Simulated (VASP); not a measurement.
# As (P6_3/mmc) in VASP: notebook, part 2 of 2

VASP 6.6.1.

## (5) Single point, LDA (17.36 Å³/atom)

This run uses another cell than the first one, of 17.36 Å³/atom.

INCAR

```
PREC = Accurate
ENCUT = 520
EDIFF = 1E-6
ISMEAR = -1
SIGMA = 0.1
LREAL = F
LASPH = T
NELM = 100
ALGO = Normal
ISIF = 2
LWAVE = F
LCHARG = T
GGA = CA
LELF = T
LVHAR = T
NBANDS = 12
```

KPOINTS

```
regular mesh
0
Gamma
  14 14 8
```

POSCAR

```
As
1.0
    2.9733257593      0.0000000000      0.0000000000
   -1.4866628796      2.5749756413      0.0000000000
    0.0000000000      0.0000000000      4.5349626371
As
2
Direct
    0.3333333333      0.6666666667      0.2500000000
    0.6666666667      0.3333333333      0.7500000000
```

Potentials or basis: VASP PAW LDA potentials, release 64 (As).

The run is started by

```sh
$ cat potpaw_LDA.64/As/POTCAR > POTCAR
$ mpirun -np 1 vasp_std > vasp.out
```

OUTCAR:

```text
PREC = Accurate
   ENCUT = 520
   EDIFF = 1E-6
   ISMEAR = -1
   LREAL = F
   LASPH = T
   NELM = 100
   ISIF = 2
   GGA = CA

 ion  position               nearest neighbor table
   1  0.333  0.667  0.250-   2 2.84   2 2.84   2 2.84   2 2.84   2 2.84   2 2.84
   2  0.667  0.333  0.750-   1 2.84   1 2.84   1 2.84   1 2.84   1 2.84   1 2.84

  LATTYP: Found a hexagonal cell.
 ALAT       =     2.9733257593
 C/A-ratio  =     1.5252155345

  Lattice vectors:

[... 548 lines left out ...]

------------------------ aborting loop because EDIFF is reached ----------------------------------------

  FORCE on cell =-STRESS in cart. coord.  units (eV):
  Direction    XX          YY          ZZ          XY          YZ          ZX
  --------------------------------------------------------------------------------------
  -------------------------------------------------------------------------------------
  Total        1.0533475      1.0533475      0.9307949      0.0000000      0.0000000      0.0000000
  in kB       48.6063387     48.6063387     42.9511936      0.0000000      0.0000000      0.0000000
  external PRESSURE =      46.7212904 kB  Pullay stress =       0.0000000 kB

 VOLUME and BASIS-vectors are now :
 -----------------------------------------------------------------------------
  energy-cutoff  :      520.00
  volume of cell :       34.72
      direct lattice vectors                 reciprocal lattice vectors
     2.973325759  0.000000000  0.000000000     0.336323727  0.194176594  0.000000000
    -1.486662880  2.574975641  0.000000000     0.000000000  0.388353188  0.000000000
     0.000000000  0.000000000  4.534962637     0.000000000  0.000000000  0.220508983

 POSITION                                       TOTAL-FORCE (eV/Angst)
 -----------------------------------------------------------------------------------
     -0.00000      1.71665      1.13374         0.000000     -0.000000      0.000000
      1.48666      0.85833      3.40122        -0.000000      0.000000      0.000000
 -----------------------------------------------------------------------------------
    total drift:                               -0.000000      0.000000     -0.000000

  FREE ENERGIE OF THE ION-ELECTRON SYSTEM (eV)
  ---------------------------------------------------
  free  energy   TOTEN  =        -9.8524487299 eV

  energy  without entropy=       -9.8080280824  energy(sigma->0) =       -9.83023841
```

OSZICAR:

```text
N       E                     dE             d eps       ncg     rms          rms(c)
DAV:   1     0.262232134358E+02    0.26223E+02   -0.43764E+03  2880   0.714E+02
DAV:   2    -0.844369661669E+01   -0.34667E+02   -0.33210E+02  3956   0.113E+02
DAV:   3    -0.986153288888E+01   -0.14178E+01   -0.14049E+01  3628   0.227E+01
DAV:   4    -0.986697341722E+01   -0.54405E-02   -0.54398E-02  3232   0.154E+00
DAV:   5    -0.986697950818E+01   -0.60910E-05   -0.60908E-05  3548   0.605E-02    0.346E+00
DAV:   6    -0.985733495948E+01    0.96445E-02   -0.30221E-03  3216   0.276E-01    0.203E+00
DAV:   7    -0.985245818271E+01    0.48768E-02   -0.55708E-03  3164   0.376E-01    0.580E-02
DAV:   8    -0.985244818683E+01    0.99959E-05   -0.80996E-05  3300   0.632E-02    0.123E-02
DAV:   9    -0.985244872993E+01   -0.54310E-06   -0.13306E-06  2660   0.660E-03
   1 F= -.98524487E+01 E0= -.98302384E+01  d E =-.444206E-01
```

stdout:

```text
POSCAR found type information on POSCAR As
 POSCAR found :  1 types and       2 ions
 scaLAPACK will be used
 LDA part: xc-table for (Slater(with rela. corr.)+CA(PZ))
 , standard interpolation
 POSCAR, INCAR and KPOINTS ok, starting setup
 FFT: planning ... GRIDC
 FFT: planning ... GRID_SOFT
 FFT: planning ... GRID
 WAVECAR not read
 entering main loop
```

It took 47 s on 1 thread of Intel Xeon 8259CL, shared host; peak memory 0.16 GiB.

What came out:

- Free energy: -9.8524 eV
- Pressure: 4.7 GPa
- Band gap on the k mesh: zero (bands 5 and 6 overlap by 8.49 eV)

Levels at points of the mesh, in eV from the Fermi level:
| k point | band 1 | band 2 | band 3 | band 4 | band 5 | band 6 | band 7 | band 8 | band 9 | band 10 |
| --- | --- | --- | --- | --- | --- | --- | --- | --- | --- | --- |
| (0.00, 0.00, 0.00) | -15.97 | -10.14 | -7.18 | 3.55 | 3.55 | 5.73 | 5.73 | 7.52 | 8.93 | 11.77 |
| (0.50, 0.00, 0.00) | -11.59 | -9.86 | -4.77 | -3.05 | -2.91 | -0.29 | -0.05 | 4.64 | 4.96 | 9.81 |
| (0.00, 0.00, 0.50) | -14.22 | -14.22 | 0.10 | 0.10 | 4.67 | 4.67 | 4.67 | 4.67 | 10.54 | 10.54 |
| (0.50, 0.00, 0.50) | -10.26 | -10.26 | -6.73 | -6.73 | 1.63 | 1.63 | 2.76 | 2.76 | 7.55 | 7.55 |

Caveat: the cell stands under pressure.

## (6) Single point, LDA (18.81 Å³/atom)

This run uses another cell than the first one, of 18.81 Å³/atom.

INCAR

```
SYSTEM = As
PREC = Accurate
ENCUT = 520
EDIFF = 1E-6
ISMEAR = -1
SIGMA = 0.1
LREAL = .False.
LASPH = .True.
NELM = 100
ALGO = Normal
ISIF = 2
LWAVE = .False.
LCHARG = .False.
NBANDS = 12
```

KPOINTS

```
Automatic mesh
0
Gamma
  14 14 8
  0 0 0
```

POSCAR

```
As
1.0
    3.0537245611      0.0000000000      0.0000000000
   -1.5268622805      2.6446030461      0.0000000000
    0.0000000000      0.0000000000      4.6575881385
As
2
Direct
    0.3333333333      0.6666666667      0.2500000000
    0.6666666667      0.3333333333      0.7500000000
```

Potentials or basis: VASP PAW LDA potentials, release 64 (As).

The run is started by

```sh
$ cat potpaw_LDA.64/As/POTCAR > POTCAR
$ mpirun -np 1 vasp_std > vasp.out
```

OUTCAR:

```text
SYSTEM = As
   PREC = Accurate
   ENCUT = 520
   EDIFF = 1E-6
   ISMEAR = -1
   LREAL = .False.
   LASPH = .True.
   NELM = 100
   ISIF = 2

 ion  position               nearest neighbor table
   1  0.333  0.667  0.250-
   2  0.667  0.333  0.750-

  LATTYP: Found a hexagonal cell.
 ALAT       =     3.0537245611
 C/A-ratio  =     1.5252155344

  Lattice vectors:

 A1 = (   3.0537245611,   0.0000000000,   0.0000000000)
 A2 = (  -1.5268622805,   2.6446030461,   0.0000000000)
 A3 = (   0.0000000000,   0.0000000000,   4.6575881385)

Analysis of symmetry for initial positions (statically):
=====================================================================
 Subroutine PRICEL returns:
 Original cell was already a primitive cell.

 Routine SETGRP: Setting up the symmetry group for a
 hexagonal supercell.

 Subroutine GETGRP returns: Found 24 space group operations
 (whereof 12 operations were pure point group operations)
 out of a pool of 24 trial point group operations.

The static configuration has the point symmetry D_3d.
 The point group associated with its full space group is D_6h.
[... 175 lines left out ...]
      3       0.0564      2.00000
      4       9.8508      0.00000
      5       9.8508      0.00000
      6      11.8415      0.00000
      7      11.8415      0.00000
      8      13.3861      0.00000
      9      15.1430      0.00000
     10      18.0747      0.00000
     11      18.6241      0.00000
     12      18.6241      0.00000
[... 331 lines left out ...]
 k-point    24 :       0.3571    0.2857    0.0000
  band No.  band energies     occupation
      1      -3.5433      2.00000
      2      -2.9138      2.00000
      3       1.4399      2.00000
      4       4.2363      2.00000
      5       4.6486      2.00000
      6       5.2549      2.00000
      7       6.1015      1.99086
      8       6.3957      1.83988
      9      11.5529      0.00000
     10      19.1187      0.00000
     11      21.5600      0.00000
     12      21.6146      0.00000

 [... further k-points ...]

------------------------ aborting loop because EDIFF is reached ----------------------------------------

  FORCE on cell =-STRESS in cart. coord.  units (eV):
  Direction    XX          YY          ZZ          XY          YZ          ZX
  --------------------------------------------------------------------------------------
  -------------------------------------------------------------------------------------
  Total       -0.6841784     -0.6841784     -0.7072356     -0.0000000     -0.0000000     -0.0000000
  in kB      -29.1426158    -29.1426158    -30.1247382     -0.0000000     -0.0000000     -0.0000000
  external PRESSURE =     -29.4699899 kB  Pullay stress =       0.0000000 kB

 VOLUME and BASIS-vectors are now :
 -----------------------------------------------------------------------------
  energy-cutoff  :      520.00
  volume of cell :       37.61
      direct lattice vectors                 reciprocal lattice vectors
     3.053724561  0.000000000  0.000000000     0.327468958  0.189064291  0.000000000
    -1.526862281  2.644603046  0.000000000     0.000000000  0.378128582  0.000000000
     0.000000000  0.000000000  4.657588139     0.000000000  0.000000000  0.214703398

 POSITION                                       TOTAL-FORCE (eV/Angst)
 -----------------------------------------------------------------------------------
     -0.00000      1.76307      1.16440        -0.000000     -0.000000      0.000000
      1.52686      0.88153      3.49319         0.000000      0.000000      0.000000
 -----------------------------------------------------------------------------------
    total drift:                               -0.000000      0.000000     -0.000000

  FREE ENERGIE OF THE ION-ELECTRON SYSTEM (eV)
  ---------------------------------------------------
  free  energy   TOTEN  =        -9.8635480133 eV

  energy  without entropy=       -9.8166678046  energy(sigma->0) =       -9.84010791
```

stdout:

```text
POSCAR found type information on POSCAR As
 POSCAR found :  1 types and       2 ions
 scaLAPACK will be used
 LDA part: xc-table for (Slater(with rela. corr.)+CA(PZ))
 , standard interpolation
 POSCAR, INCAR and KPOINTS ok, starting setup
 FFT: planning ... GRIDC
 FFT: planning ... GRID_SOFT
 FFT: planning ... GRID
 WAVECAR not read
 entering main loop
```

It took 45 s on 1 thread of Intel Xeon 8259CL, shared host; peak memory 0.17 GiB.

Results:

- Free energy: -9.8635 eV
- Pressure: -2.9 GPa
- Band gap on the k mesh: zero (bands 5 and 6 overlap by 7.65 eV)

Levels at points of the mesh, in eV from the Fermi level:
| k point | band 3 | band 4 | band 5 | band 6 | band 7 | band 8 |
| --- | --- | --- | --- | --- | --- | --- |
| (0.00, 0.00, 0.00) | -6.58 | 3.21 | 3.21 | 5.20 | 5.20 | 6.75 |
| (0.50, 0.00, 0.00) | -4.65 | -2.86 | -2.63 | -0.12 | -0.03 | 4.19 |
| (0.00, 0.00, 0.50) | -0.03 | -0.03 | 4.22 | 4.22 | 4.22 | 4.22 |
| (0.50, 0.00, 0.50) | -6.17 | -6.17 | 1.51 | 1.51 | 2.47 | 2.47 |

## (7) Summary

| cell | k mesh | gap on the mesh (eV) | pressure (GPa) |
| --- | --- | --- | --- |
| a = 3.014, b = 3.014, c = 4.597 Å, angles 90.0, 90.0, 120.0°, 2 atoms | 12 × 12 × 7 | none | 0.3 |
| a = 2.888, b = 2.888, c = 4.405 Å, angles 90.0, 90.0, 120.0°, 2 atoms | 14 × 14 × 8 | none | 16.4 |
| a = 2.931, b = 2.931, c = 4.471 Å, angles 90.0, 90.0, 120.0°, 2 atoms | 14 × 14 × 8 | none | 9.9 |
| a = 2.973, b = 2.973, c = 4.535 Å, angles 90.0, 90.0, 120.0°, 2 atoms | 14 × 14 × 8 | none | 4.7 |
| a = 3.054, b = 3.054, c = 4.658 Å, angles 90.0, 90.0, 120.0°, 2 atoms | 14 × 14 × 8 | none | -2.9 |

Alike in all rows: task single point; level LDA; potentials or basis VASP PAW LDA potentials, release 64 (As); no spin polarisation; cutoff (eV) 520; smearing fermi-dirac 0.1 eV.

Caveats: the cell stands under pressure (at least some runs).

Absolute energies hang on the potentials; compare differences alone.
